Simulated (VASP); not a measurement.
# AlN (P6_3mc) in VASP: notebook

Runs on AlN. Level: PBE. Tasks: relaxation of the atoms.

Everything below comes from runs of VASP 6.6.1. Logs are shortened: lines on timing, memory, paths and dates and some standing lists are left out, and cuts for length are marked.

**1. The cell of the first run**

Symmetry: P6_3mc, No. 186, hexagonal system. The conventional cell has a = 3.161 Å, b = 3.161 Å, c = 4.415 Å, α = 90.00°, β = 90.00°, γ = 120.00°. Al (site symmetry 3m) has 4 N at 1.68 to 1.90 Å within 2.2 Å. N (site symmetry 3m) has 4 Al at 1.68 to 1.90 Å within 2.2 Å.

**2. Relaxation of the atoms, PBE**

Input file INCAR:

```
PREC = Accurate
ENCUT = 520
EDIFF = 1E-7
ISMEAR = 0
SIGMA = 0.05
LREAL = F
LASPH = T
NELM = 60
ALGO = Normal
ISIF = 2
LWAVE = F
LCHARG = F
GGA = PE
IBRION = 2
NSW = 50
EDIFFG = -0.01
```

Input file KPOINTS:

```
Automatic mesh
0
Gamma
  9 9 6
```

Input file POSCAR:

```
AlN
1.0
    3.1612000000      0.0000000000      0.0000000000
   -1.5806000000      2.7376795064      0.0000000000
    0.0000000000      0.0000000000      4.4149000000
Al N
2 2
Direct
    0.3333333333      0.6666666667      0.0017290859
    0.6666666667      0.3333333333      0.5017290859
    0.3333333333      0.6666666667      0.3832709141
    0.6666666667      0.3333333333      0.8832709141
```

Potentials or basis: VASP PAW PBE potentials, release 64 (Al, N).

Started as:

```
cat potpaw_PBE.64/Al/POTCAR potpaw_PBE.64/N/POTCAR > POTCAR
mpirun -np 1 vasp_std > vasp.out
```

OUTCAR:

```text
PREC = Accurate
   ENCUT = 520
   EDIFF = 1E-7
   ISMEAR = 0
   LREAL = F
   LASPH = T
   NELM = 60
   ISIF = 2
   GGA = PE
   IBRION = 2
   NSW = 50
   EDIFFG = -0.01

 ion  position               nearest neighbor table
   1  0.333  0.667  0.002-   3 1.68   4 1.90   4 1.90   4 1.90   2 2.86   2 2.86   2 2.86   2 2.86
                             2 2.86   2 2.86
   2  0.667  0.333  0.502-   4 1.68   3 1.90   3 1.90   3 1.90   1 2.86   1 2.86   1 2.86   1 2.86
                             1 2.86   1 2.86
   3  0.333  0.667  0.383-   1 1.68   2 1.90   2 1.90   2 1.90
   4  0.667  0.333  0.883-   2 1.68   1 1.90   1 1.90   1 1.90

  LATTYP: Found a hexagonal cell.
 ALAT       =     3.1612000000
 C/A-ratio  =     1.3965899026

  Lattice vectors:

 A1 = (   3.1612000000,   0.0000000000,   0.0000000000)
 A2 = (  -1.5806000000,   2.7376795064,   0.0000000000)
 A3 = (   0.0000000000,   0.0000000000,   4.4149000000)

Analysis of symmetry for initial positions (statically):
=====================================================================
 Subroutine PRICEL returns:
 Original cell was already a primitive cell.

 Routine SETGRP: Setting up the symmetry group for a
 hexagonal supercell.

 Subroutine GETGRP returns: Found 12 space group operations
 (whereof  6 operations were pure point group operations)
 out of a pool of 24 trial point group operations.

The static configuration has the point symmetry C_3v.
 The point group associated with its full space group is C_6v.

Analysis of symmetry for dynamics (positions and initial velocities):
=====================================================================
 Subroutine PRICEL returns:
 Original cell was already a primitive cell.

 Routine SETGRP: Setting up the symmetry group for a
 hexagonal supercell.

 Subroutine GETGRP returns: Found 12 space group operations
 (whereof  6 operations were pure point group operations)
 out of a pool of 24 trial point group operations.

The dynamic configuration has the point symmetry C_3v.
 The point group associated with its full space group is C_6v.

 Subroutine INISYM returns: Found 12 space group operations
 (whereof  6 operations are pure point group operations),
 and found     1 'primitive' translations

----------------------------------------------------------------------------------------

                                     Primitive cell

  volume of cell :      38.2081

  direct lattice vectors                    reciprocal lattice vectors
     3.161200000  0.000000000  0.000000000     0.316335569  0.182636426  0.000000000
[... 114 lines left out ...]
   LORBIT       =      0    0 simple, 1 ext, 2 COOP (PROOUT), +10 PAW based schemes
   GGA     = PE    functional components
   LHFCALC =     F    Hartree Fock is set to
   AEXX    =    0.0000 exact exchange contribution
   IVDW    =     0    specifies the selected vdW correction
   LEPSILON=     F    determine dielectric tensor
   LRPA    =     F    only Hartree local field effects (RPA)
 conjugate gradient relaxation of ions
 non-spin polarized calculation
 Gauss-broadening in eV      SIGMA  =   0.05
  energy-cutoff  :      520.00
  volume of cell :       38.21
 maximum number of plane-waves:      1048
 NGX is ok and might be reduce to    24
   NGX = 11   NGY = 11   NGZ = 17

--------------------------------------- Ionic step        1  -------------------------------------------

 number of electron      16.0000002 magnetization

 Free energy of the ion-electron system (eV)
  ---------------------------------------------------
  ext. energy  EPLUGINS =         0.00000000
  ---------------------------------------------------
  free energy    TOTEN  =       -28.66491989 eV

  energy without entropy =      -28.66491989  energy(sigma->0) =      -28.66491989

------------------------ aborting loop because EDIFF is reached ----------------------------------------

  FORCE on cell =-STRESS in cart. coord.  units (eV):
  Direction    XX          YY          ZZ          XY          YZ          ZX
  --------------------------------------------------------------------------------------
  -------------------------------------------------------------------------------------
  Total        1.1732768      1.1732768     19.4076242      0.0000000      0.0000000      0.0000000
  in kB       49.1989272     49.1989272    813.8184047      0.0000000      0.0000000      0.0000000
  external PRESSURE =     304.0720864 kB  Pullay stress =       0.0000000 kB
[... 139 lines left out ...]
--------------------------------------- Ionic step        5  -------------------------------------------

 number of electron      16.0000001 magnetization

 Free energy of the ion-electron system (eV)
  ---------------------------------------------------
  ext. energy  EPLUGINS =         0.00000000
  ---------------------------------------------------
  free energy    TOTEN  =       -29.27754445 eV

  energy without entropy =      -29.27754445  energy(sigma->0) =      -29.27754445

 E-fermi :   8.2927     XC(G=0): -11.3204

 val. band max:        8.0802139649   @ k =   0.0000   0.0000   0.0000
 cond. band min:      12.0344691750   @ k =   0.0000   0.0000   0.0000
 fundamental gap:      3.9542552101
 Fermi energy:         8.2926880453

 k-point     1 :       0.0000    0.0000    0.0000
  band No.  band energies     occupation
      1      -8.6883      2.00000
      2      -5.5119      2.00000
      3       1.1188      2.00000
      4       5.4273      2.00000
      5       5.4273      2.00000
      6       6.6171      2.00000
      7       6.6171      2.00000
      8       8.0802      2.00000
      9      12.0345      0.00000
     10      13.5406      0.00000
     11      17.5822      0.00000
     12      17.5822      0.00000
[... 331 lines left out ...]
 k-point    24 :       0.3333    0.3333    0.1667
  band No.  band energies     occupation
      1      -5.9431      2.00000
      2      -5.9431      2.00000
      3       1.7479      2.00000
      4       2.6688      2.00000
      5       2.6688      2.00000
      6       4.6662      2.00000
      7       5.5005      2.00000
      8       5.5005      2.00000
      9      13.5648      0.00000
     10      15.2694      0.00000
     11      17.0258      0.00000
     12      17.0258      0.00000

 [... further k-points ...]

------------------------ aborting loop because EDIFF is reached ----------------------------------------

  FORCE on cell =-STRESS in cart. coord.  units (eV):
  Direction    XX          YY          ZZ          XY          YZ          ZX
  --------------------------------------------------------------------------------------
  -------------------------------------------------------------------------------------
  Total        3.6884330      3.6884330      6.0833222      0.0000000      0.0000000     -0.0000000
  in kB      154.6667738    154.6667738    255.0914813      0.0000000      0.0000000     -0.0000000
  external PRESSURE =     188.1416763 kB  Pullay stress =       0.0000000 kB
[... 19 lines left out ...]
  FREE ENERGIE OF THE ION-ELECTRON SYSTEM (eV)
  ---------------------------------------------------
  free  energy   TOTEN  =       -29.2775444486 eV

  energy  without entropy=      -29.2775444486  energy(sigma->0) =      -29.27754445

 reached required accuracy - stopping structural energy minimisation
```

CONTCAR:

```text
AlN
   1.00000000000000
     3.1612000000000000    0.0000000000000000    0.0000000000000000
    -1.5806000000000000    2.7376795064000001    0.0000000000000000
     0.0000000000000000    0.0000000000000000    4.4149000000000003
  Al              N
     2     2
Direct
     0.3333333332999970    0.6666666667000030    0.9788777959447512
     0.6666666667000030    0.3333333332999970    0.4788777959447512
     0.3333333332999970    0.6666666667000030    0.4061222040552539
     0.6666666667000030    0.3333333332999970    0.9061222040552539

  0.00000000E+00  0.00000000E+00  0.00000000E+00
  0.00000000E+00  0.00000000E+00  0.00000000E+00
  0.00000000E+00  0.00000000E+00  0.00000000E+00
  0.00000000E+00  0.00000000E+00  0.00000000E+00
```

Wall time 1.7 min (1 thread of Intel Xeon 8259CL, shared host); peak memory 0.16 GiB.

Results:

```
Free energy               : -29.2775 eV
Energy gained by relaxing : 153.2 meV/atom
Ionic steps               : 5
Pressure after relaxing   : 18.8 GPa
Band gap on the k mesh    : 3.95 eV
```

Step by step:
| step | energy change (eV) | largest force (eV/Å) | pressure (GPa) |
| --- | --- | --- | --- |
| 1 | 0.0000 | 3.8717 | 30.41 |
| 2 | -0.4835 | 0.4724 | 16.28 |
| 3 | -0.6125 | 0.0336 | 18.95 |
| 4 | -0.6121 | 0.0613 | 18.61 |
| 5 | -0.6126 | 0.0007 | 18.81 |

Final structure:
```yaml
crystal:
  lattice:
    - [3.16120, 0.00000, 0.00000]
    - [-1.58060, 2.73768, 0.00000]
    - [0.00000, 0.00000, 4.41490]
  atoms:
    - { symbol: Al, position: [0.33333, 0.66667, 0.97888] }
    - { symbol: Al, position: [0.66667, 0.33333, 0.47888] }
    - { symbol: N, position: [0.33333, 0.66667, 0.40612] }
    - { symbol: N, position: [0.66667, 0.33333, 0.90612] }
```

Levels at points of the mesh, in eV from the valence-band top:
| k point | band 6 | band 7 | band 8 | band 9 | band 10 | band 11 |
| --- | --- | --- | --- | --- | --- | --- |
| (0.00, 0.00, 0.00) | -1.46 | -1.46 | 0.00 | 3.95 | 5.46 | 9.50 |
| (0.00, 0.00, 0.50) | -2.08 | -2.08 | -2.08 | 6.07 | 6.07 | 9.79 |

As with any semilocal functional, this PBE gap is likely too small.

[end of part 1 of 2]
